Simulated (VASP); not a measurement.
A run of VASP 6.6.1 is set up as follows.

Contents of INCAR:

```
PREC     = Accurate       # precision mode
ENCUT    = 520            # plane-wave cutoff, eV
EDIFF    = 1E-7           # SCF threshold, eV
ISMEAR   = -1             # smearing method
SIGMA    = 0.1            # smearing width, eV
LREAL    = F              # projectors in reciprocal space
LASPH    = T              # aspherical terms in the spheres
NELM     = 80             # most SCF steps
ALGO     = Normal         # electronic algorithm
ISIF     = 2              # what is computed and relaxed
LWAVE    = F              # write WAVECAR
LCHARG   = F              # write CHGCAR
GGA      = PE             # functional
NBANDS   = 27             # bands
```

File KPOINTS:

```
Automatic mesh
0
Gamma
  10 10 5
```

POSCAR

```
SiBi
1.0
    1.9940380000      3.4537700000      0.0000000000
   -1.9940380000      3.4537700000      0.0000000000
    0.0000000000      0.0000000000      6.5448010000
Si Bi
2 2
Direct
    0.6666700000      0.6666600000      0.0000000000
    0.3333400000      0.3333300000      0.5000000000
    0.6666700000      0.6666600000      0.3750000000
    0.3333400000      0.3333300000      0.8750000000
```

Potentials or basis: VASP PAW PBE potentials, release 64 (Si, Bi_d).

Launch:

```sh
$ cat potpaw_PBE.64/Si/POTCAR potpaw_PBE.64/Bi_d/POTCAR > POTCAR
$ mpirun -np 1 vasp_std > vasp.out
```

(1) Estimate the largest force.

(2) Predict the pressure.

(3) Predict the band gap on the k mesh.

Answers

(1) 0.204 eV/Å.

(2) 35.6 GPa.

(3) zero (band 19 reaches 10.15 eV, above the bottom of band 20 at 8.47 eV).

Caveat: spin-orbit coupling is left out, which moves the levels of the heavy elements.
